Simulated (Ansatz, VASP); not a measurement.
Sn in VASP and in Ansatz

```
Sn
1.0
     0.00000    3.32851    3.32851
     3.32851    0.00000    3.32851
     3.32851    3.32851    0.00000
Sn
2
Direct
  0.87500 0.87500 0.87500
  0.12500 0.12500 0.12500
```

Alike in both runs: functional PBE; k mesh 10 × 10 × 10; occupations fermi-dirac, width 0.08 eV; no spin polarisation.

Ansatz relaxed the structure, and its values are those at the end. VASP's run is a single point on that final structure, the one shown.

|  | VASP | Ansatz |
| --- | --- | --- |
| version | VASP 6.6.1 | Ansatz 0.2.0 |
| potentials or method | VASP PAW PBE potentials, release 64 (Sn_d) | PAW with Ansatz's default frozen-core files, scalar-relativistic |
| plane-wave cutoff (eV) | 520 | 420 |
| valence electrons in the cell | 28 | 28 |

```tsv
	VASP	Ansatz	Ansatz less VASP
pressure (GPa)	0.0	0.0	+0.04
```
